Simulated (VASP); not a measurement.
# BeS (F-43m) in VASP: elastic constants with r2SCAN

Aim: the elastic constants of BeS with r2SCAN.

All numbers are computed with VASP 6.6.1; they aren't measurements. Logs are shortened: lines on timing, memory, paths and dates and some standing lists are left out, and cuts for length are marked.

**1. The cell of the first run**

Symmetry: F-43m, No. 216, cubic system. Conventional cell: a = 4.836 Å, b = 4.836 Å, c = 4.836 Å, α = 90.00°, β = 90.00°, γ = 90.00°. Be (site symmetry -43m) has 4 S at 2.09 Å within 2.8 Å. Within 2.8 Å of S (site symmetry -43m) lie 4 Be at 2.09 Å.

**2. Elastic constants, r2SCAN**

Contents of INCAR:

```
ALGO     = Normal         # electronic algorithm
EDIFF    = 1E-8           # SCF threshold, eV
ENCUT    = 600            # plane-wave cutoff, eV
IBRION   = 6              # ionic algorithm
ISIF     = 3              # what is computed and relaxed
ISMEAR   = 0              # smearing method
LASPH    = True           # aspherical terms in the spheres
LCHARG   = True           # write CHGCAR
LMIXTAU  = True         
LREAL    = False          # projectors in reciprocal space
LWAVE    = False          # write WAVECAR
METAGGA  = R2SCAN         # meta-GGA
NBANDS   = 11             # bands
NELM     = 60             # most SCF steps
NFREE    = 2            
NSW      = 1              # ionic steps
POTIM    = 0.015          # step
PREC     = Accurate       # precision mode
SIGMA    = 0.01           # smearing width, eV
```

Contents of KPOINTS:

```
k-points
0
Gamma
  8 8 8
```

Contents of POSCAR:

```
BeS
1.0
    0.0000000000      2.4181788098      2.4181788098
    2.4181788098      0.0000000000      2.4181788098
    2.4181788098      2.4181788098      0.0000000000
Be S
1 1
Direct
    0.0000000000      0.0000000000      0.0000000000
    0.7500000000      0.7500000000      0.7500000000
```

Potentials or basis: VASP PAW PBE potentials, release 64 (Be, S).

The run is started by

```bash
cat potpaw_PBE.64/Be/POTCAR potpaw_PBE.64/S/POTCAR > POTCAR
mpirun -np 1 vasp_std > vasp.out
```

OUTCAR:

```text
EDIFF = 1E-8
   ENCUT = 600
   IBRION = 6
   ISIF = 3
   ISMEAR = 0
   LASPH = True
   LREAL = False
   METAGGA = R2SCAN
   NELM = 60
   NFREE = 2
   NSW = 1
   POTIM = 0.015
   PREC = Accurate

 ion  position               nearest neighbor table
   1  0.000  0.000  0.000-   2 2.09   2 2.09   2 2.09   2 2.09
   2  0.750  0.750  0.750-   1 2.09   1 2.09   1 2.09   1 2.09

  LATTYP: Found a face centered cubic cell.
 ALAT       =     4.8363576196

  Lattice vectors:

 A1 = (   0.0000000000,   2.4181788098,   2.4181788098)
 A2 = (   2.4181788098,   0.0000000000,   2.4181788098)
 A3 = (   2.4181788098,   2.4181788098,   0.0000000000)

Analysis of symmetry for initial positions (statically):
=====================================================================
 Subroutine PRICEL returns:
 Original cell was already a primitive cell.

 Routine SETGRP: Setting up the symmetry group for a
 face centered cubic supercell.

 Subroutine GETGRP returns: Found 24 space group operations
 (whereof 24 operations were pure point group operations)
 out of a pool of 48 trial point group operations.

The static configuration has the point symmetry T_d .

Analysis of symmetry for dynamics (positions and initial velocities):
=====================================================================
 Subroutine PRICEL returns:
 Original cell was already a primitive cell.

 Routine SETGRP: Setting up the symmetry group for a
 face centered cubic supercell.

 Subroutine GETGRP returns: Found 24 space group operations
 (whereof 24 operations were pure point group operations)
 out of a pool of 48 trial point group operations.

The dynamic configuration has the point symmetry T_d .

 Subroutine INISYM returns: Found 24 space group operations
 (whereof 24 operations are pure point group operations),
 and found     1 'primitive' translations

----------------------------------------------------------------------------------------

                                     Primitive cell

  volume of cell :      28.2810

  direct lattice vectors                    reciprocal lattice vectors
     0.000000000  2.418178810  2.418178810    -0.206767175  0.206767175  0.206767175
     2.418178810  0.000000000  2.418178810     0.206767175 -0.206767175  0.206767175
     2.418178810  2.418178810  0.000000000     0.206767175  0.206767175 -0.206767175

  length of vectors
     3.419821269  3.419821269  3.419821269     0.358131252  0.358131252  0.358131252

  position of ions in fractional coordinates (direct lattice)
     0.000000000  0.000000000  0.000000000
     0.750000000  0.750000000  0.750000000

  ion indices of the primitive-cell ions
   primitive index   ion index
                 1           1
                 2           2

----------------------------------------------------------------------------------------

 KPOINTS: k-points

Automatic generation of k-mesh.
 Grid dimensions read from file:
 generate k-points for:    8    8    8

 Generating k-lattice:

  Cartesian coordinates                     Fractional coordinates (reciprocal lattice)
    -0.025845897  0.025845897  0.025845897     0.125000000  0.000000000  0.000000000
     0.025845897 -0.025845897  0.025845897     0.000000000  0.125000000  0.000000000
     0.025845897  0.025845897 -0.025845897     0.000000000  0.000000000  0.125000000

  Length of vectors
     0.044766406  0.044766406  0.044766406

  Shift w.r.t. Gamma in fractional coordinates (k-lattice)
     0.000000000  0.000000000  0.000000000

 Subroutine IBZKPT returns following result:
 ===========================================

 Found     29 irreducible k-points:

 Following reciprocal coordinates:
            Coordinates               Weight
  0.000000  0.000000  0.000000      1.000000
  0.125000  0.000000  0.000000      8.000000
[... 66 lines left out ...]
   METAGGA = R2SCAN    functional components
   LHFCALC =     F    Hartree Fock is set to
   AEXX    =    0.0000 exact exchange contribution
   IVDW    =     0    specifies the selected vdW correction
   LEPSILON=     F    determine dielectric tensor
   LRPA    =     F    only Hartree local field effects (RPA)
 finite differences with symmetry
 non-spin polarized calculation
 Gauss-broadening in eV      SIGMA  =   0.01
  energy-cutoff  :      600.00
  volume of cell :       28.28
 maximum number of plane-waves:       960
   NGX = 13   NGY = 13   NGZ = 13

--------------------------------------- Ionic step        1  -------------------------------------------

 number of electron       8.0000000 magnetization

 Free energy of the ion-electron system (eV)
  ---------------------------------------------------
  ext. energy  EPLUGINS =         0.00000000
  ---------------------------------------------------
  free energy    TOTEN  =       -14.78222570 eV

  energy without entropy =      -14.78222570  energy(sigma->0) =      -14.78222570

------------------------ aborting loop because EDIFF is reached ----------------------------------------

  FORCE on cell =-STRESS in cart. coord.  units (eV):
  Direction    XX          YY          ZZ          XY          YZ          ZX
  --------------------------------------------------------------------------------------
  -------------------------------------------------------------------------------------
  Total        0.4118030      0.4118030      0.4118030     -0.0000000     -0.0000000     -0.0000000
  in kB       23.3294666     23.3294666     23.3294666     -0.0000000     -0.0000000     -0.0000000
  external PRESSURE =      23.3294666 kB  Pullay stress =       0.0000000 kB
[... 89 lines left out ...]
  FREE ENERGIE OF THE ION-ELECTRON SYSTEM (eV)
  ---------------------------------------------------
  free  energy   TOTEN  =       -14.7726157009 eV

  energy  without entropy=      -14.7726157009  energy(sigma->0) =      -14.77261570

[... ionic steps 4 to 14 ...]

--------------------------------------- Ionic step       15  -------------------------------------------

 number of electron       8.0000000 magnetization

------------------------ aborting loop because EDIFF is reached ----------------------------------------
[... 67 lines left out ...]
--------------------------------------- Ionic step       17  -------------------------------------------

 number of electron       8.0000000 magnetization

 Free energy of the ion-electron system (eV)
  ---------------------------------------------------
  ext. energy  EPLUGINS =         0.00000000
  ---------------------------------------------------
  free energy    TOTEN  =       -14.78126658 eV

  energy without entropy =      -14.78126658  energy(sigma->0) =      -14.78126658

 E-fermi :   4.1995     XC(G=0): -10.2201

 val. band max:        4.1082683191   @ k =   0.0000   0.0000   0.0000
 cond. band min:       7.6090862763   @ k =   0.5000   0.5000   0.0000
 fundamental gap:      3.5008179572
 Fermi energy:         4.1995354909

 k-point     1 :       0.0000    0.0000    0.0000
  band No.  band energies     occupation
      1     -10.3002      2.00000
      2       4.0021      2.00000
      3       4.0566      2.00000
      4       4.1083      2.00000
      5      10.2906      0.00000
      6      10.3069      0.00000
      7      10.3274      0.00000
      8      10.8215      0.00000
      9      17.4950      0.00000
     10      17.4957      0.00000
     11      20.0327      0.00000
[... 309 lines left out ...]
 k-point    24 :      -0.3750    0.2500    0.1250
  band No.  band energies     occupation
      1      -8.3050      2.00000
      2      -1.3896      2.00000
      3       1.1851      2.00000
      4       2.1314      2.00000
      5      10.6539      0.00000
      6      11.3039      0.00000
      7      13.9701      0.00000
      8      15.3469      0.00000
      9      16.4558      0.00000
     10      20.3523      0.00000
     11      21.1867      0.00000

 [... further k-points ...]

------------------------ aborting loop because EDIFF is reached ----------------------------------------

  FORCE on cell =-STRESS in cart. coord.  units (eV):
  Direction    XX          YY          ZZ          XY          YZ          ZX
  --------------------------------------------------------------------------------------
  -------------------------------------------------------------------------------------
  Total        0.4127695      0.4144471      0.4144471      0.0000000     -0.0671673      0.0000000
  in kB       23.3842208     23.4792652     23.4792652      0.0000000     -3.8051647      0.0000000
  external PRESSURE =      23.4475838 kB  Pullay stress =       0.0000000 kB
[... 17 lines left out ...]
  FREE ENERGIE OF THE ION-ELECTRON SYSTEM (eV)
  ---------------------------------------------------
  free  energy   TOTEN  =       -14.7812665823 eV

  energy  without entropy=      -14.7812665823  energy(sigma->0) =      -14.78126658

 INTERNAL STRAIN TENSORS FROM STRAINED CELLS
 ============================================

 INTERNAL STRAIN TENSOR FOR ION    1 for displacements in x,y,z  (eV/Angst):
          X           Y           Z          XY          YZ          ZX
  --------------------------------------------------------------------------------
  x    -0.00000    -0.00000     0.00000     0.00000    -4.47651    -0.00000
  y     0.00000     0.00000    -0.00000     0.00000     0.00000    -4.47622
  z     0.00000    -0.00000    -0.00000    -4.47699    -0.00000     0.00000

 INTERNAL STRAIN TENSORS FROM DISPLACED ATOMS
 ============================================

 INTERNAL STRAIN TENSOR FOR ION    1 for displacements in x,y,z  (eV/Angst):
          X           Y           Z          XY          YZ          ZX
  --------------------------------------------------------------------------------
  x     0.00000    -0.00000    -0.00000     0.00000    -4.47838     0.00000
  y    -0.00000     0.00000    -0.00000     0.00000     0.00000    -4.47838
  z    -0.00000    -0.00000     0.00000    -4.47838     0.00000     0.00000

 INTERNAL STRAIN TENSOR FOR ION    2 for displacements in x,y,z  (eV/Angst):
          X           Y           Z          XY          YZ          ZX
  --------------------------------------------------------------------------------
  x     0.00000     0.00000     0.00000     0.00000     4.47760     0.00000
  y    -0.00000     0.00000    -0.00000     0.00000     0.00000     4.47760
  z     0.00000     0.00000     0.00000     4.47760     0.00000     0.00000

 Eigenvectors and eigenvalues of the dynamical matrix
 ----------------------------------------------------

   1 f  =   17.223362 THz   108.217574 2PiTHz  574.509512 cm-1    71.230069 meV
             X         Y         Z           dx          dy          dz
      0.000000  0.000000  0.000000    -0.883509    0.000000    0.000000
      3.627268  3.627268  3.627268     0.468414    0.000000    0.000000
[... 21 lines left out ...]
   6 f/i=    0.000116 THz     0.000728 2PiTHz    0.003867 cm-1     0.000479 meV
             X         Y         Z           dx          dy          dz
      0.000000  0.000000  0.000000     0.000000   -0.468414    0.000000
      3.627268  3.627268  3.627268     0.000000   -0.883509    0.000000

--------------------------------------------------------------------------------------------------------

 ELASTIC MODULI CONTR FROM IONIC RELAXATION (kBar)
 Direction    XX          YY          ZZ          XY          YZ          ZX
 --------------------------------------------------------------------------------
 XX          -0.0000     -0.0000     -0.0000     -0.0000      0.0000     -0.0000
 YY          -0.0000     -0.0000     -0.0000     -0.0000     -0.0000      0.0000
 ZZ          -0.0000     -0.0000     -0.0000      0.0000     -0.0000     -0.0000
 XY          -0.0000     -0.0000      0.0000   -133.0298      0.0000      0.0000
 YZ           0.0000     -0.0000     -0.0000      0.0000   -133.0298      0.0000
 ZX          -0.0000      0.0000     -0.0000      0.0000      0.0000   -133.0298
 --------------------------------------------------------------------------------

 TOTAL ELASTIC MODULI (kBar)
 Direction    XX          YY          ZZ          XY          YZ          ZX
 --------------------------------------------------------------------------------
 XX        1705.5783    697.7185    697.7185      0.0000      0.0000     -0.0000
 YY         697.7185   1705.5783    697.7185     -0.0000     -0.0000     -0.0000
 ZZ         697.7185    697.7185   1705.5783     -0.0000     -0.0000      0.0000
 XY           0.0000     -0.0000     -0.0000    898.1861      0.0000      0.0000
 YZ           0.0000     -0.0000     -0.0000      0.0000    898.1861      0.0000
 ZX          -0.0000     -0.0000      0.0000      0.0000      0.0000    898.1861
 --------------------------------------------------------------------------------
```

Wall time 21 min (1 thread of Intel Xeon 6975P-C (Granite Rapids), shared host); peak memory 0.24 GiB.

What came out:

```yaml
Elastic_constants_C11_C12_C44: 171, 70, 90 GPa
Voigt_bulk_modulus: 103 GPa
Highest_phonon_frequency_at_Γ_LO-TO_splitting_left_out: 575 cm⁻¹
```

Phonon frequencies in cm⁻¹ (negative: imaginary):
```csv
q point,frequencies
"(0.000, 0.000, 0.000)",0 0 0 575 575 575
```

Elastic tensor in Voigt notation (GPa, in the Cartesian axes of the cell as first typed):
```
171  70  70   0   0   0
 70 171  70   0   0   0
 70  70 171   0   0   0
  0   0   0  90   0   0
  0   0   0   0  90   0
  0   0   0   0   0  90
```

Clamped-ion elastic tensor (GPa):
```
171  70  70   0   0   0
 70 171  70   0   0   0
 70  70 171   0   0   0
  0   0   0 103   0   0
  0   0   0   0 103   0
  0   0   0   0   0 103
```

Caveat: the cell is under stress, which shifts elastic constants; the PAW data sets were made with another functional, which shifts forces and pressure a little.
